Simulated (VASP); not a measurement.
# SnSe (P1) in VASP: further runs

Runs on SnSe. Level: PBEsol. Tasks: single point.

Program: VASP 6.6.1. These are calculated values, not measurements. Logs are shortened: lines on timing, memory, paths and dates and some standing lists are left out, and cuts for length are marked.

### Step 1. The cell of the first run

The typed cell holds 2 atoms: a = 4.447 Å, b = 4.197 Å, c = 4.241 Å, α = 60.38°, β = 59.03°, γ = 58.75°.

### Step 2. Single point, PBEsol

File INCAR:

```
SYSTEM = SnSe
  PREC = Accurate
  ENCUT = 500
  EDIFF = 1E-6
  ISMEAR = 0
  SIGMA = 0.01
  LREAL = .FALSE.
  LASPH = .TRUE.
  NELM = 120
  ALGO = Normal
  ISIF = 2
  LWAVE = .FALSE.
  LCHARG = .FALSE.
  GGA = PS
  NBANDS = 17
  GGA_COMPAT = .FALSE.
```

File KPOINTS:

```
Automatic mesh
0
G
  4 4 4
  0 0 0
```

File POSCAR:

```
SnSe
1.0
   -0.0317000000      3.1462600000      3.1421700000
    2.8932500000      0.0704700000      3.0400000000
    2.9226000000      3.0734300000      0.0411200000
Sn Se
1 1
Direct
    0.0092900000      0.9516900000      0.0730100000
    0.5060891659      0.5272550448      0.4884393442
```

Potentials or basis: VASP PAW PBE potentials, release 64 (Sn_d, Se).

Started as:

```console
> cat potpaw_PBE.64/Sn_d/POTCAR potpaw_PBE.64/Se/POTCAR > POTCAR
> mpirun -np 1 vasp_std > vasp.out
```

OUTCAR:

```text
SYSTEM = SnSe
   PREC = Accurate
   ENCUT = 500
   EDIFF = 1E-6
   ISMEAR = 0
   LREAL = .FALSE.
   LASPH = .TRUE.
   NELM = 120
   ISIF = 2
   GGA = PS

 ion  position               nearest neighbor table
   1  0.009  0.952  0.073-   2 2.82   2 2.87   2 2.91   2 2.97
   2  0.506  0.527  0.488-   1 2.82   1 2.87   1 2.91   1 2.97

  Warning from LATTYP: Got some problem with cell dimensions!
  Tried to take original basis but could not verify dimensions!
  LATTYP: Found a triclinic cell.
 ALAT       =     4.2413740202
 B/A-ratio  =     1.0484115311
 C/A-ratio  =     1.0006295628
 COS(alpha) =     0.0012808259
 COS(beta)  =     0.5106420047
 COS(gamma) =     0.5146498926

  Lattice vectors:

 A1 = (  -2.9226000000,  -3.0734300000,  -0.0411200000)
 A2 = (   0.0317000000,  -3.1462600000,  -3.1421700000)
 A3 = (  -0.0293500000,  -3.0029600000,   2.9988800000)

Analysis of symmetry for initial positions (statically):
=====================================================================
 Subroutine PRICEL returns:
 Original cell was already a primitive cell.

 Routine SETGRP: Setting up the symmetry group for a
 triclinic supercell.

 Subroutine GETGRP returns: Found  1 space group operations
 (whereof  1 operations were pure point group operations)
 out of a pool of  2 trial point group operations.

The static configuration has the point symmetry C_1 .

Analysis of symmetry for dynamics (positions and initial velocities):
=====================================================================
 Subroutine PRICEL returns:
 Original cell was already a primitive cell.

 Routine SETGRP: Setting up the symmetry group for a
 triclinic supercell.

 Subroutine GETGRP returns: Found  1 space group operations
 (whereof  1 operations were pure point group operations)
 out of a pool of  2 trial point group operations.

The dynamic configuration has the point symmetry C_1 .

 Subroutine INISYM returns: Found  1 space group operations
 (whereof  1 operations are pure point group operations),
 and found     1 'primitive' translations

----------------------------------------------------------------------------------------

                                     Primitive cell

  volume of cell :      55.1690

  direct lattice vectors                    reciprocal lattice vectors
    -0.031700000  3.146260000  3.142170000    -0.169303867  0.158888677  0.157447872
     2.893250000  0.070470000  3.040000000     0.172703164 -0.166481270  0.168440298
     2.922600000  3.073430000  0.041120000     0.169355929  0.166532781 -0.165040989

  length of vectors
     4.446705431  4.197315998  4.241374020     0.280533854  0.293111805  0.289228502

  position of ions in fractional coordinates (direct lattice)
     0.009290000  0.951690000  0.073010000
     0.506089166  0.527255045  0.488439344

  ion indices of the primitive-cell ions
   primitive index   ion index
                 1           1
                 2           2

----------------------------------------------------------------------------------------

 KPOINTS: Automatic mesh

Automatic generation of k-mesh.
 Grid dimensions read from file:
 generate k-points for:    4    4    4

 Generating k-lattice:

  Cartesian coordinates                     Fractional coordinates (reciprocal lattice)
    -0.042325967  0.039722169  0.039361968     0.250000000  0.000000000  0.000000000
     0.043175791 -0.041620318  0.042110075     0.000000000  0.250000000  0.000000000
     0.042338982  0.041633195 -0.041260247    -0.000000000  0.000000000  0.250000000

  Length of vectors
     0.070133464  0.073277951  0.072307125

  Shift w.r.t. Gamma in fractional coordinates (k-lattice)
     0.000000000  0.000000000  0.000000000

 Subroutine IBZKPT returns following result:
 ===========================================

 Found     36 irreducible k-points:

 Following reciprocal coordinates:
            Coordinates               Weight
  0.000000  0.000000  0.000000      1.000000
  0.250000  0.000000 -0.000000      2.000000
  0.500000  0.000000 -0.000000      1.000000
  0.000000  0.250000 -0.000000      2.000000
  0.250000  0.250000 -0.000000      2.000000
  0.500000  0.250000 -0.000000      2.000000
[... 16 lines left out ...]
  0.000000 -0.250000  0.250000      2.000000
  0.250000 -0.250000  0.250000      2.000000
 [... further k-points ...]
   k-points           NKPTS =     36   k-points in BZ     NKDIM =     36   number of bands    NBANDS=     17
   number of dos      NEDOS =    301   number of ions     NIONS =      2
   total plane-waves  NPLWV =  32768
   dimension x,y,z NGX =    32 NGY =   32 NGZ =   32
   dimension x,y,z NGXF=    64 NGYF=   64 NGZF=   64
   ions per type =               1   1
   NGX,Y,Z   is equivalent  to a cutoff of  11.96, 12.67, 12.54 a.u.
   NGXF,Y,Z  is equivalent  to a cutoff of  23.93, 25.35, 25.09 a.u.
 SYSTEM =  SnSe
   PREC   = accura    normal or accurate (medium, high low for compatibility)
   ISTART =      0    job   : 0-new  1-cont  2-samecut
   ICHARG =      2    charge: 1-file 2-atom 10-const
   ISPIN  =      1    spin polarized calculation?
   LNONCOLLINEAR =      F non collinear calculations
   LSORBIT =      F    spin-orbit coupling
   LASPH  =      T    aspherical Exc in radial PAW
   ENCUT  =  500.0 eV  36.75 Ry    6.06 a.u.   8.11  7.65  7.73*2*pi/ulx,y,z
   NELM   =    120;   NELMIN=  2; NELMDL= -5     # of ELM steps
   EDIFF  = 0.1E-05   stopping-criterion for ELM
   LREAL  =      F    real-space projection
   EDIFFG = 0.1E-04   stopping-criterion for IOM
   NSW    =      0    number of steps for IOM
   IBRION =     -1    ionic relax: 0-MD 1-quasi-New 2-CG
   NFREE  =      0    steps in history (QN), initial steepest desc. (CG)
   ISIF   =      2    stress and relaxation
   ISYM   =      2    0-nonsym 1-usesym 2-fastsym
   POTIM  = 0.5000    time-step for ionic-motion
   TEBEG  =    0.0;   TEEND  =   0.0 temperature during run
   PSTRESS=    0.0 pullay stress
   NELECT =      20.0000    total number of electrons
   NUPDOWN=      -1.0000    fix difference up-down
   EMIN   =  10.00;   EMAX   =-10.00  energy-range for DOS
   EFERMI =   0.00;   METHOD = LEGACY
   ISMEAR =     0;   SIGMA  =   0.01  broadening in eV -4-tet -1-fermi 0-gaus
   EFERMI_NEDOS =   21; number of points for ismear=-14 and -15
   IALGO  =     38    algorithm
   IMIX   =      4    mixing-type and parameters
     AMIX     =   0.40;   BMIX     =  1.00
     AMIX_MAG =   1.60;   BMIX_MAG =  1.00
  volume/ion in A,a.u.               =      27.58       186.15
  Fermi-wavevector in a.u.,A,eV,Ry     =   1.167310  2.205897 18.539486  1.362614
  Thomas-Fermi vector in A             =   2.303812
   LORBIT       =      0    0 simple, 1 ext, 2 COOP (PROOUT), +10 PAW based schemes
   GGA     = PS    functional components
   LHFCALC =     F    Hartree Fock is set to
   AEXX    =    0.0000 exact exchange contribution
   IVDW    =     0    specifies the selected vdW correction
   LEPSILON=     F    determine dielectric tensor
   LRPA    =     F    only Hartree local field effects (RPA)
 non-spin polarized calculation
 Gauss-broadening in eV      SIGMA  =   0.01
  energy-cutoff  :      500.00
  volume of cell :       55.17
 maximum number of plane-waves:      1410
   NGX = 17   NGY = 15   NGZ = 15

 number of electron      20.0000002 magnetization

 Free energy of the ion-electron system (eV)
  ---------------------------------------------------
  ext. energy  EPLUGINS =         0.00000000
  ---------------------------------------------------
  free energy    TOTEN  =        -8.97808771 eV

  energy without entropy =       -8.97808771  energy(sigma->0) =       -8.97808771

 E-fermi :   5.5571     XC(G=0):  -9.7224

 val. band max:        5.4884996279   @ k =   0.5000   0.0000  -0.0000
 cond. band min:       5.8797517105   @ k =   0.5000   0.5000   0.5000
 fundamental gap:      0.3912520827
 Fermi energy:         5.5570861052

 k-point     1 :       0.0000    0.0000    0.0000
  band No.  band energies     occupation
      1     -16.1550      2.00000
      2     -16.1492      2.00000
      3     -16.1437      2.00000
      4     -16.1383      2.00000
      5     -16.1371      2.00000
      6      -8.6458      2.00000
[... 9 lines left out ...]
     16      12.1931      0.00000
     17      13.3138      0.00000

 k-point     2 :       0.2500    0.0000   -0.0000
  band No.  band energies     occupation
      1     -16.1583      2.00000
      2     -16.1507      2.00000
      3     -16.1396      2.00000
      4     -16.1370      2.00000
      5     -16.1325      2.00000
      6      -8.2605      2.00000
[... 9 lines left out ...]
     16      12.7216      0.00000
     17      15.7659      0.00000

 k-point     3 :       0.5000    0.0000   -0.0000
  band No.  band energies     occupation
      1     -16.1619      2.00000
      2     -16.1537      2.00000
      3     -16.1386      2.00000
      4     -16.1312      2.00000
      5     -16.1276      2.00000
      6      -7.7558      2.00000
[... 9 lines left out ...]
     16      15.4603      0.00000
     17      15.7075      0.00000

 k-point     4 :       0.0000    0.2500   -0.0000
  band No.  band energies     occupation
      1     -16.1565      2.00000
      2     -16.1456      2.00000
      3     -16.1440      2.00000
      4     -16.1393      2.00000
      5     -16.1312      2.00000
      6      -8.2422      2.00000
[... 9 lines left out ...]
     16      12.6898      0.00000
     17      16.3491      0.00000
[... 343 lines left out ...]
      1     -16.1688      2.00000
      2     -16.1477      2.00000
      3     -16.1429      2.00000
      4     -16.1343      2.00000
      5     -16.1205      2.00000
      6      -7.4331      2.00000
[... 9 lines left out ...]
     16      16.5347      0.00000
     17      17.7704      0.00000

 k-point    23 :       0.0000   -0.2500    0.2500
  band No.  band energies     occupation
      1     -16.1572      2.00000
      2     -16.1519      2.00000
      3     -16.1393      2.00000
      4     -16.1384      2.00000
      5     -16.1268      2.00000
      6      -7.7946      2.00000
[... 9 lines left out ...]
     16      14.8321      0.00000
     17      16.3466      0.00000

 k-point    24 :       0.2500   -0.2500    0.2500
  band No.  band energies     occupation
      1     -16.1675      2.00000
      2     -16.1442      2.00000
      3     -16.1422      2.00000
      4     -16.1358      2.00000
      5     -16.1233      2.00000
      6      -7.6258      2.00000
[... 9 lines left out ...]
     16      16.0439      0.00000
     17      16.4312      0.00000

 [... further k-points ...]
[... 5 lines left out ...]
  --------------------------------------------------------------------------------------
  -------------------------------------------------------------------------------------
  Total        0.2484662     -1.0353257     -1.2245908      0.0318092     -0.3953429      0.1194880
  in kB        7.2157692    -30.0671508    -35.5636429      0.9237803    -11.4812505      3.4700796
  external PRESSURE =     -19.4716748 kB  Pullay stress =       0.0000000 kB

 VOLUME and BASIS-vectors are now :
 -----------------------------------------------------------------------------
  energy-cutoff  :      500.00
  volume of cell :       55.17
      direct lattice vectors                 reciprocal lattice vectors
    -0.031700000  3.146260000  3.142170000    -0.169303867  0.158888677  0.157447872
     2.893250000  0.070470000  3.040000000     0.172703164 -0.166481270  0.168440298
     2.922600000  3.073430000  0.041120000     0.169355929  0.166532781 -0.165040989

 POSITION                                       TOTAL-FORCE (eV/Angst)
 -----------------------------------------------------------------------------------
      2.96656      0.32069      2.92533        -0.023366     -0.123778      0.110922
      2.93695      3.13063      3.21316         0.023366      0.123778     -0.110922
 -----------------------------------------------------------------------------------
    total drift:                                0.000200     -0.000087      0.000336

  FREE ENERGIE OF THE ION-ELECTRON SYSTEM (eV)
  ---------------------------------------------------
  free  energy   TOTEN  =        -8.9780877077 eV

  energy  without entropy=       -8.9780877077  energy(sigma->0) =       -8.97808771
```

Run time: 16 s. Hardware: 1 thread of Intel Xeon Platinum 8375C at 2.90GHz (Ice Lake), shared host; peak memory 0.18 GiB.

What came out:

* Free energy: -8.9781 eV
* Pressure: -1.9 GPa
* Largest force: 0.168 eV/Å
* Band gap on the k mesh: 0.39 eV, indirect (least direct gap 0.49 eV)

Forces on the atoms (eV/Å):
```
Sn  -0.023 -0.124  0.111
Se   0.023  0.124 -0.111
```

Caveat: the k points lie up to 0.46 Å⁻¹ apart; the PAW data sets were made with another functional, which shifts forces and pressure a little; spin-orbit coupling is left out, which moves the levels of the heavy elements. A k mesh can miss the band edges.

### Step 3. Single point, PBEsol

File INCAR:

```
SYSTEM = SnSe
ALGO     = Normal         ! electronic algorithm
EDIFF    = 1E-6           ! SCF threshold, eV
ENCUT    = 500            ! plane-wave cutoff, eV
GGA      = PS             ! functional
GGA_COMPAT= .False.      
ISIF     = 2              ! what is computed and relaxed
ISMEAR   = 0              ! smearing method
LASPH    = .True.         ! aspherical terms in the spheres
LCHARG   = .False.        ! write CHGCAR
LREAL    = .False.        ! projectors in reciprocal space
LWAVE    = .False.        ! write WAVECAR
NBANDS   = 17             ! bands
NELM     = 120            ! most SCF steps
PREC     = Accurate       ! precision mode
SIGMA    = 0.01           ! smearing width, eV
```

File KPOINTS:

```
k-points
0
Gamma
  4 4 4
  0 0 0
```

POSCAR, as its differences from that of step 2:

```diff
@@ -9,2 +9,2 @@
     0.0092900000      0.9516900000      0.0730100000
-    0.5060891659      0.5272550448      0.4884393442
+    0.5010508341      0.5218649552      0.4937206558
```

Potentials or basis: VASP PAW PBE potentials, release 64 (Sn_d, Se).

Started as:

```console
> cat potpaw_PBE.64/Sn_d/POTCAR potpaw_PBE.64/Se/POTCAR > POTCAR
> mpirun -np 1 vasp_std > vasp.out
```

Wall time 16 s (1 thread of Intel Xeon Platinum 8375C at 2.90GHz (Ice Lake), shared host); peak memory 0.19 GiB.

It converged, with:

```yaml
Free_energy: -8.9812 eV
Pressure: -2.1 GPa
Largest_force: 0.131 eV/Å
Band_gap_on_the_k_mesh: 0.43 eV, indirect (least direct gap 0.52 eV)
```

Forces in eV/Å, atoms in the order of the input:
```
Sn  -0.024 -0.099  0.083
Se   0.024  0.099 -0.083
```

Stress tensor (GPa, compression positive):
```
 0.73  0.09  0.36
 0.09 -3.01 -1.13
 0.36 -1.13 -3.93
```

Levels at points of the mesh, in eV from the valence-band top:
```
           k point  band 7  band 8  band 9  band 10  band 11  band 12  band 13  band 14
(0.00, 0.00, 0.00)   -5.25   -2.66   -2.52    -1.98     3.33     3.85     4.09     5.26
(0.50, 0.00, 0.00)   -8.38   -2.29   -2.18     0.00     0.52     1.59     1.64     7.56
(0.00, 0.50, 0.00)   -8.02   -2.63   -2.18    -0.80     0.49     1.07     1.33     7.76
(0.50, 0.50, 0.00)   -6.55   -5.16   -3.96    -3.46     2.46     4.63     5.52     6.17
(0.00, 0.00, 0.50)   -8.03   -2.58   -2.11    -0.79     0.68     1.09     1.42     7.69
(0.50, 0.00, 0.50)   -6.80   -4.90   -3.99    -3.46     2.66     4.57     5.60     6.00
(0.00, 0.50, 0.50)   -6.39   -5.66   -4.20    -3.36     2.09     5.16     5.59     6.05
(0.50, 0.50, 0.50)   -8.29   -2.34   -2.25    -0.14     0.43     1.41     1.59     7.54
```

Caveat: the k points lie up to 0.46 Å⁻¹ apart; the PAW data sets were made with another functional, which shifts forces and pressure a little; spin-orbit coupling is left out, which moves the levels of the heavy elements. A k mesh can miss the band edges.

### Step 4. Single point, PBEsol

This run uses another cell than the first one, of 27.72 Å³/atom, 1.005 times its volume.

File INCAR:

```
SYSTEM = SnSe
ALGO = Normal
EDIFF = 1E-6
ENCUT = 500
GGA = PS
GGA_COMPAT = .FALSE.
ISIF = 2
ISMEAR = 0
LASPH = .TRUE.
LCHARG = .FALSE.
LREAL = .FALSE.
LWAVE = .FALSE.
NBANDS = 17
NELM = 120
PREC = Accurate
SIGMA = 0.01
```

File KPOINTS:

```
k-points
0
G
  4 4 4
  0 0 0
```

File POSCAR:

```
SnSe
1.0
   -0.0317527455      3.1514950513      3.1473982459
    2.8980640688      0.0705872548      3.0450582456
    2.9274629041      3.0785438697      0.0411884194
Sn Se
1 1
Direct
    0.0092900000      0.9516900000      0.0730100000
    0.5035700000      0.5245600000      0.4910800000
```

Started as:

```console
> cat potpaw_PBE.64/Sn_d/POTCAR potpaw_PBE.64/Se/POTCAR > POTCAR
> mpirun -np 1 vasp_std > vasp.out
```

It took 16 s on 1 thread of Intel Xeon Platinum 8375C at 2.90GHz (Ice Lake), shared host; peak memory 0.19 GiB.

The run converged. Its results:

```yaml
Free_energy: -8.9762 eV
Pressure: -2.2 GPa
Largest_force: 0.135 eV/Å
Band_gap_on_the_k_mesh: 0.39 eV, indirect (least direct gap 0.49 eV)
```

Forces in eV/Å, atoms in the order of the input:
```
Sn  -0.022 -0.099  0.089
Se   0.022  0.099 -0.089
```

Stress tensor (GPa, compression positive):
```
 0.44  0.10  0.35
 0.10 -3.21 -1.16
 0.35 -1.16 -3.94
```

Levels at points of the mesh, in eV from the valence-band top:
```tsv
k point	band 8	band 9	band 10	band 11	band 12	band 13
(0.00, 0.00, 0.00)	-2.66	-2.52	-1.98	3.29	3.83	4.04
(0.50, 0.00, 0.00)	-2.30	-2.20	0.00	0.49	1.61	1.64
(0.00, 0.50, 0.00)	-2.65	-2.18	-0.83	0.49	1.08	1.32
(0.50, 0.50, 0.00)	-5.10	-3.95	-3.46	2.46	4.59	5.49
(0.00, 0.00, 0.50)	-2.60	-2.12	-0.82	0.67	1.10	1.41
(0.50, 0.00, 0.50)	-4.90	-3.98	-3.45	2.63	4.55	5.56
(0.00, 0.50, 0.50)	-5.64	-4.20	-3.33	2.06	5.13	5.59
(0.50, 0.50, 0.50)	-2.35	-2.27	-0.14	0.39	1.43	1.60
```

Caveat: the k points lie up to 0.46 Å⁻¹ apart; the PAW data sets were made with another functional, which shifts forces and pressure a little; spin-orbit coupling is left out, which moves the levels of the heavy elements. A k mesh can miss the band edges.

[end of part 1 of 2]
